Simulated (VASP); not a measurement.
# Rb (Fm-3m) in VASP: a series of runs, part 2 of 3

VASP 6.6.1.

### 3 Single point, PBE

The input, INCAR:

```
SYSTEM = Rb
ALGO     = Normal         ! electronic algorithm
EDIFF    = 1E-7           ! SCF threshold, eV
ENCUT    = 520            ! plane-wave cutoff, eV
GGA      = PE             ! functional
ISIF     = 2              ! what is computed and relaxed
ISMEAR   = -1             ! smearing method
LASPH    = .TRUE.         ! aspherical terms in the spheres
LCHARG   = .TRUE.         ! write CHGCAR
LELF     = .TRUE.         ! ELF
LREAL    = .FALSE.        ! projectors in reciprocal space
LVHAR    = .TRUE.       
LWAVE    = .FALSE.        ! write WAVECAR
NBANDS   = 10             ! bands
NELM     = 80             ! most SCF steps
PREC     = Accurate       ! precision mode
SIGMA    = 0.08           ! smearing width, eV
```

The input, KPOINTS:

```
k-points
0
G
  12 12 12
  0 0 0
```

The input, POSCAR:

```
Rb
1.0
    0.0000000000      2.6789890589      2.6789890589
    2.6789890589      0.0000000000      2.6789890589
    2.6789890589      2.6789890589      0.0000000000
Rb
1
Direct
    0.0000000000      0.0000000000      0.0000000000
```

Potentials or basis: VASP PAW PBE potentials, release 64 (Rb_sv).

Started as:

```sh
cat potpaw_PBE.64/Rb_sv/POTCAR > POTCAR
mpirun -np 1 vasp_std > vasp.out
```

OUTCAR:

```text
SYSTEM = Rb
   EDIFF = 1E-7
   ENCUT = 520
   GGA = PE
   ISIF = 2
   ISMEAR = -1
   LASPH = .TRUE.
   LREAL = .FALSE.
   NELM = 80
   PREC = Accurate

 ion  position               nearest neighbor table
   1  0.000  0.000  0.000-

  LATTYP: Found a face centered cubic cell.
 ALAT       =     5.3579781178

  Lattice vectors:

 A1 = (   0.0000000000,   2.6789890589,   2.6789890589)
 A2 = (   2.6789890589,   0.0000000000,   2.6789890589)
 A3 = (   2.6789890589,   2.6789890589,   0.0000000000)

Analysis of symmetry for initial positions (statically):
=====================================================================
 Subroutine PRICEL returns:
 Original cell was already a primitive cell.

 Routine SETGRP: Setting up the symmetry group for a
 face centered cubic supercell.

 Subroutine GETGRP returns: Found 48 space group operations
 (whereof 48 operations were pure point group operations)
 out of a pool of 48 trial point group operations.

The static configuration has the point symmetry O_h .

Analysis of symmetry for dynamics (positions and initial velocities):
=====================================================================
 Subroutine PRICEL returns:
 Original cell was already a primitive cell.

 Routine SETGRP: Setting up the symmetry group for a
 face centered cubic supercell.

 Subroutine GETGRP returns: Found 48 space group operations
 (whereof 48 operations were pure point group operations)
 out of a pool of 48 trial point group operations.

The dynamic configuration has the point symmetry O_h .

 Subroutine INISYM returns: Found 48 space group operations
 (whereof 48 operations are pure point group operations),
 and found     1 'primitive' translations

----------------------------------------------------------------------------------------

                                     Primitive cell

  volume of cell :      38.4541

  direct lattice vectors                    reciprocal lattice vectors
     0.000000000  2.678989059  2.678989059    -0.186637567  0.186637567  0.186637567
     2.678989059  0.000000000  2.678989059     0.186637567 -0.186637567  0.186637567
     2.678989059  2.678989059  0.000000000     0.186637567  0.186637567 -0.186637567

  length of vectors
     3.788662661  3.788662661  3.788662661     0.323265749  0.323265749  0.323265749

  position of ions in fractional coordinates (direct lattice)
     0.000000000  0.000000000  0.000000000

  ion indices of the primitive-cell ions
   primitive index   ion index
                 1           1

----------------------------------------------------------------------------------------

 KPOINTS: k-points

Automatic generation of k-mesh.
 Grid dimensions read from file:
 generate k-points for:   12   12   12

 Generating k-lattice:

  Cartesian coordinates                     Fractional coordinates (reciprocal lattice)
    -0.015553131  0.015553131  0.015553131     0.083333333  0.000000000  0.000000000
     0.015553131 -0.015553131  0.015553131     0.000000000  0.083333333  0.000000000
     0.015553131  0.015553131 -0.015553131     0.000000000  0.000000000  0.083333333

  Length of vectors
     0.026938812  0.026938812  0.026938812

  Shift w.r.t. Gamma in fractional coordinates (k-lattice)
     0.000000000  0.000000000  0.000000000

 Subroutine IBZKPT returns following result:
 ===========================================

 Found     72 irreducible k-points:

 Following reciprocal coordinates:
            Coordinates               Weight
  0.000000  0.000000  0.000000      1.000000
  0.083333  0.000000  0.000000      8.000000
  0.166667  0.000000  0.000000      8.000000
  0.250000  0.000000  0.000000      8.000000
  0.333333  0.000000  0.000000      8.000000
  0.416667  0.000000  0.000000      8.000000
[... 16 lines left out ...]
  0.500000  0.166667  0.000000     24.000000
 -0.416667  0.166667  0.000000     24.000000
 [... further k-points ...]
   k-points           NKPTS =     72   k-points in BZ     NKDIM =     72   number of bands    NBANDS=     10
   number of dos      NEDOS =    301   number of ions     NIONS =      1
   total plane-waves  NPLWV =  21952
   dimension x,y,z NGX =    28 NGY =   28 NGZ =   28
   dimension x,y,z NGXF=    56 NGYF=   56 NGZF=   56
   ions per type =               1
   NGX,Y,Z   is equivalent  to a cutoff of  12.29, 12.29, 12.29 a.u.
   NGXF,Y,Z  is equivalent  to a cutoff of  24.57, 24.57, 24.57 a.u.
 SYSTEM =  Rb
   PREC   = accura    normal or accurate (medium, high low for compatibility)
   ISTART =      0    job   : 0-new  1-cont  2-samecut
   ICHARG =      2    charge: 1-file 2-atom 10-const
   ISPIN  =      1    spin polarized calculation?
   LNONCOLLINEAR =      F non collinear calculations
   LSORBIT =      F    spin-orbit coupling
   LASPH  =      T    aspherical Exc in radial PAW
   ENCUT  =  520.0 eV  38.22 Ry    6.18 a.u.   7.04  7.04  7.04*2*pi/ulx,y,z
   NELM   =     80;   NELMIN=  2; NELMDL= -5     # of ELM steps
   EDIFF  = 0.1E-06   stopping-criterion for ELM
   LREAL  =      F    real-space projection
   EDIFFG = 0.1E-05   stopping-criterion for IOM
   NSW    =      0    number of steps for IOM
   IBRION =     -1    ionic relax: 0-MD 1-quasi-New 2-CG
   NFREE  =      0    steps in history (QN), initial steepest desc. (CG)
   ISIF   =      2    stress and relaxation
   ISYM   =      2    0-nonsym 1-usesym 2-fastsym
   POTIM  = 0.5000    time-step for ionic-motion
   TEBEG  =    0.0;   TEEND  =   0.0 temperature during run
   PSTRESS=    0.0 pullay stress
   NELECT =       9.0000    total number of electrons
   NUPDOWN=      -1.0000    fix difference up-down
   EMIN   =  10.00;   EMAX   =-10.00  energy-range for DOS
   EFERMI =   0.00;   METHOD = LEGACY
   ISMEAR =    -1;   SIGMA  =   0.08  broadening in eV -4-tet -1-fermi 0-gaus
   EFERMI_NEDOS =   21; number of points for ismear=-14 and -15
   IALGO  =     38    algorithm
   IMIX   =      4    mixing-type and parameters
     AMIX     =   0.40;   BMIX     =  1.00
     AMIX_MAG =   1.60;   BMIX_MAG =  1.00
  volume/ion in A,a.u.               =      38.45       259.50
  Fermi-wavevector in a.u.,A,eV,Ry     =   1.008884  1.906515 13.848658  1.017848
  Thomas-Fermi vector in A             =   2.141779
   LORBIT       =      0    0 simple, 1 ext, 2 COOP (PROOUT), +10 PAW based schemes
   GGA     = PE    functional components
   LHFCALC =     F    Hartree Fock is set to
   AEXX    =    0.0000 exact exchange contribution
   IVDW    =     0    specifies the selected vdW correction
   LEPSILON=     F    determine dielectric tensor
   LRPA    =     F    only Hartree local field effects (RPA)
 non-spin polarized calculation
  energy-cutoff  :      520.00
  volume of cell :       38.45
 maximum number of plane-waves:      1056
   NGX = 15   NGY = 15   NGZ = 15

 number of electron       9.0000000 magnetization

 Free energy of the ion-electron system (eV)
  ---------------------------------------------------
  ext. energy  EPLUGINS =         0.00000000
  ---------------------------------------------------
  free energy    TOTEN  =        -0.03194810 eV

  energy without entropy =       -0.01089885  energy(sigma->0) =       -0.02142347

 E-fermi :   3.0639     XC(G=0):  -8.0777

 val. band max:        3.0139331921   @ k =   0.5000   0.3333   0.0000
 cond. band min:       3.0722655219   @ k =  -0.4167   0.4167   0.0833
 fundamental gap:      0.0583323298
 Fermi energy:         3.0639008651

 k-point     1 :       0.0000    0.0000    0.0000
  band No.  band energies     occupation
      1     -26.0823      2.00000
      2      -9.6021      2.00000
      3      -9.6021      2.00000
      4      -9.6021      2.00000
      5       0.0539      2.00000
      6       7.1342      0.00000
      7       7.1342      0.00000
      8       7.1342      0.00000
      9       9.7314      0.00000
     10       9.7314      0.00000
[... 287 lines left out ...]
 k-point    24 :      -0.4167    0.1667    0.0000
  band No.  band energies     occupation
      1     -25.9110      2.00000
      2     -10.7421      2.00000
      3      -9.9898      2.00000
      4      -9.7935      2.00000
      5       3.4313      0.02005
      6       4.7268      0.00000
      7       6.1457      0.00000
      8       7.3055      0.00000
      9      10.9751      0.00000
     10      11.5095      0.00000

 [... further k-points ...]

------------------------ aborting loop because EDIFF is reached ----------------------------------------

  FORCE on cell =-STRESS in cart. coord.  units (eV):
  Direction    XX          YY          ZZ          XY          YZ          ZX
  --------------------------------------------------------------------------------------
  -------------------------------------------------------------------------------------
  Total        2.3992363      2.3992363      2.3992363      0.0000000      0.0000000      0.0000000
  in kB       99.9633482     99.9633482     99.9633482      0.0000000      0.0000000      0.0000000
  external PRESSURE =      99.9633482 kB  Pullay stress =       0.0000000 kB

 VOLUME and BASIS-vectors are now :
 -----------------------------------------------------------------------------
  energy-cutoff  :      520.00
  volume of cell :       38.45
      direct lattice vectors                 reciprocal lattice vectors
     0.000000000  2.678989059  2.678989059    -0.186637567  0.186637567  0.186637567
     2.678989059  0.000000000  2.678989059     0.186637567 -0.186637567  0.186637567
     2.678989059  2.678989059  0.000000000     0.186637567  0.186637567 -0.186637567

 POSITION                                       TOTAL-FORCE (eV/Angst)
 -----------------------------------------------------------------------------------
      0.00000      0.00000      0.00000         0.000000      0.000000      0.000000
 -----------------------------------------------------------------------------------
    total drift:                               -0.000000     -0.000000     -0.000000

  FREE ENERGIE OF THE ION-ELECTRON SYSTEM (eV)
  ---------------------------------------------------
  free  energy   TOTEN  =        -0.0319480964 eV

  energy  without entropy=       -0.0108988453  energy(sigma->0) =       -0.02142347
```

Wall time 35 s (1 thread of Intel Xeon Platinum 8259CL at 2.50GHz (Skylake/Cascade Lake), shared host); peak memory 0.16 GiB.

Results:

* Free energy: -0.0319 eV
* Pressure: 10.0 GPa

Levels at points of the mesh, in eV from the Fermi level:
```csv
k point,band 1,band 2,band 3,band 4,band 5,band 6,band 7,band 8,band 9,band 10
"(0.00, 0.00, 0.00)",-29.15,-12.67,-12.67,-12.67,-3.01,4.07,4.07,4.07,6.67,6.67
"(0.50, 0.00, 0.00)",-28.99,-13.92,-12.81,-12.81,-0.30,2.30,3.69,3.69,8.21,8.63
"(0.50, 0.50, 0.00)",-28.94,-13.81,-13.09,-13.09,-0.52,0.87,4.00,8.58,8.58,8.69
```

### 4 Single point, PBE

This run uses another cell than the first one, of 91.23 Å³/atom, 2.372 times its volume.

The input, INCAR:

```
SYSTEM = Rb
  ALGO = Normal
  EDIFF = 1E-7
  ENCUT = 520
  GGA = PE
  ISIF = 2
  ISMEAR = -1
  LASPH = .True.
  LCHARG = .False.
  LREAL = .False.
  LWAVE = .False.
  NBANDS = 10
  NELM = 80
  PREC = Accurate
  SIGMA = 0.08
```

The input, KPOINTS:

```
k-points
0
Gamma
  10 10 10
  0 0 0
```

The input, POSCAR:

```
Rb
1.0
    0.0000000000      3.5730106134      3.5730106134
    3.5730106134      0.0000000000      3.5730106134
    3.5730106134      3.5730106134      0.0000000000
Rb
1
Direct
    0.0000000000      0.0000000000      0.0000000000
```

Started as:

```sh
cat potpaw_PBE.64/Rb_sv/POTCAR > POTCAR
mpirun -np 1 vasp_std > vasp.out
```

Wall time 58 s (1 thread of Intel Xeon Platinum 8259CL at 2.50GHz (Skylake/Cascade Lake), shared host); peak memory 0.23 GiB.

It converged, with:

- Free energy: -0.9465 eV
- Pressure: 0.0 GPa

Levels at points of the mesh, in eV from the Fermi level:
```
           k point  band 2  band 3  band 4  band 5  band 6  band 7  band 8  band 9
(0.00, 0.00, 0.00)  -12.93  -12.93  -12.93   -1.95    3.61    3.61    3.61    4.94
(0.50, 0.00, 0.00)  -13.02  -12.94  -12.94    0.15    0.67    3.40    3.40    5.57
(0.50, 0.50, 0.00)  -13.01  -12.96  -12.96    0.65    1.42    1.84    4.49    4.49
```

(Continued in part 3 of 3.)
